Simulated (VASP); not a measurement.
The system is CdTe.

```xyz
2
Lattice="0.0000 3.2472 3.2472 3.2472 0.0000 3.2472 3.2472 3.2472 0.0000" Properties=species:S:1:pos:R:3 pbc="T T T"
Te    4.8708    4.8708    4.8708
Cd    0.0000    0.0000    0.0000
```

Base run:

```yaml
Program: VASP 6.6.1
Functional: r2SCAN
Dispersion: D3(BJ)
Potentials_or_basis: VASP PAW PBE potentials, release 64 (Te, Cd)
Cutoff: 520 eV
k_mesh: 7 × 7 × 7
Occupations: fermi-dirac, width 0.05 eV
Spin: no spin polarisation
```

Its results: band gap on the k mesh 1.25 eV, direct; pressure 0.6 GPa.

Task: After a change of settings the same cell gave: band gap on the k mesh 0.90 eV, direct; pressure -4.3 GPa. Which change was it?
A. functional from r2SCAN to revPBE; dispersion from D3(BJ) to D4
B. functional from r2SCAN to PBE; dispersion from D3(BJ) to none
C. functional from r2SCAN to RPBE

Result: C.

r2SCAN gives the wider gap, since meta-GGAs in the generalised Kohn-Sham scheme recover part of the derivative discontinuity.

Caveats: the PAW data sets were made with another functional, which shifts forces and pressure a little; spin-orbit coupling is left out, which moves the levels of the heavy elements.
